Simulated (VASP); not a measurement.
Input of a VASP 6.6.1 run:

File INCAR:

```
SYSTEM = Li2Se
PREC     = Accurate       ! precision mode
ENCUT    = 750            ! plane-wave cutoff, eV
EDIFF    = 1E-6           ! SCF threshold, eV
ISMEAR   = 0              ! smearing method
SIGMA    = 0.02           ! smearing width, eV
LREAL    = .FALSE.        ! projectors in reciprocal space
LASPH    = .TRUE.         ! aspherical terms in the spheres
NELM     = 120            ! most SCF steps
ALGO     = Normal         ! electronic algorithm
ISIF     = 2              ! what is computed and relaxed
LWAVE    = .FALSE.        ! write WAVECAR
LCHARG   = .FALSE.        ! write CHGCAR
GGA      = PS             ! functional
NBANDS   = 13             ! bands
GGA_COMPAT= .FALSE.
```

KPOINTS

```
Automatic mesh
0
G
  8 8 8
  0 0 0
```

The input POSCAR:

```
Li2Se
1.0
    0.0000000000      2.9723763108      2.9723763108
    2.9723763108      0.0000000000      2.9723763108
    2.9723763108      2.9723763108      0.0000000000
Li Se
2 1
Direct
    0.2500000000      0.2500000000      0.2500000000
    0.7500000000      0.7500000000      0.7500000000
    0.0000000000      0.0000000000      0.0000000000
```

Potentials or basis: VASP PAW PBE potentials, release 64 (Li_sv, Se).

Launch:

```bash
$ cat potpaw_PBE.64/Li_sv/POTCAR potpaw_PBE.64/Se/POTCAR > POTCAR
$ mpirun -np 1 vasp_std > vasp.out
```

Problem. What does it give for the pressure?

Solution. 0.0 GPa.

Problem. What does it give for the band gap on the k mesh?

Solution. 2.81 eV (least direct gap 3.36 eV).

Caveat: the PAW data sets were made with another functional, which shifts forces and pressure a little. A k mesh can miss the band edges.
